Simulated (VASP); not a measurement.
Set up this calculation in VASP 6.6.1, as the native input.

```
Task                   : single point
Functional             : PBE
Potentials or basis    : VASP PAW PBE potentials, release 64 (Y_sv)
Cutoff                 : 520 eV
k mesh                 : 12 × 12 × 12
Occupations            : fermi-dirac, width 0.05 eV
Spin                   : collinear spin
Starting moments       : [1.0] μB
Dipole correction      : no
Further INCAR settings : ALGO = Normal; EDIFF = 1e-06; NBANDS = 16
```

The structure of Y lies in POSCAR:

```
Y
1.0
   -1.9935457980      1.9935457980      1.9935457980
    1.9935457980     -1.9935457980      1.9935457980
    1.9935457980      1.9935457980     -1.9935457980
Y
1
Direct
    0.0000000000      0.0000000000      0.0000000000
```

This isn't the form of Y at room conditions, which is hcp.

The input as run:

INCAR

```
PREC = Accurate
ENCUT = 520
EDIFF = 1E-6
ISMEAR = -1
SIGMA = 0.05
LREAL = False
LASPH = True
NELM = 150
ALGO = Normal
ISIF = 2
LWAVE = False
LCHARG = False
ISPIN = 2
MAGMOM = 1
LORBIT = 11
LMAXMIX = 4
GGA = PE
NBANDS = 16
```

KPOINTS

```
regular mesh
0
Gamma
  12 12 12
```

Potentials or basis: VASP PAW PBE potentials, release 64 (Y_sv).

Command:

```bash
$ cat potpaw_PBE.64/Y_sv/POTCAR > POTCAR
$ mpirun -np 1 vasp_std > vasp.out
```

It gave:

```json
{
  "Pressure": "1.6 GPa",
  "Net moment": "0.00 μB per cell",
  "Valence electrons inside the program's atomic spheres": "Y 9.47"
}
```

Wall time 84 s on 1 thread of Intel(R) Xeon(R) Platinum 8259CL CPU @ 2.50GHz (Skylake/Cascade Lake) (shared host), peak memory 0.22 GiB.
